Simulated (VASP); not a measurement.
Al:

```
Al
1.0
     2.78887    0.00000    0.00000
    -1.39443    2.41523    0.00000
     0.00000    0.00000    9.06184
Al
4
Direct
  0.66667 0.33333 0.75000
  0.00000 0.00000 0.50000
  0.33333 0.66667 0.25000
  0.00000 0.00000 0.00000
```

Base run:

| Item | Value |
| --- | --- |
| Program | VASP 6.6.1 |
| Functional | r2SCAN |
| Potentials or basis | VASP PAW PBE potentials, release 64 (Al) |
| Cutoff | 520 eV |
| k mesh | 11 × 11 × 3 |
| Occupations | fermi-dirac, width 0.05 eV |
| Spin | no spin polarisation |

Its results: band gap on the k mesh zero (band 6 reaches 13.19 eV, above the bottom of band 7 at 6.87 eV); pressure 4.2 GPa.

**Question.** The run is repeated on the same cell with these changes: functional from r2SCAN to PBEsol; further incar settings from ALGO = Normal; EDIFF = 1e-06; NBANDS = 14 to ALGO = Fast; EDIFF = 1e-07; NBANDS = 14. What comes out?

**Answer.** Band gap on the k mesh zero (band 6 reaches 12.88 eV, above the bottom of band 7 at 6.84 eV); pressure 6.0 GPa.

Caveats: the PAW data sets were made with another functional, which shifts forces and pressure a little.
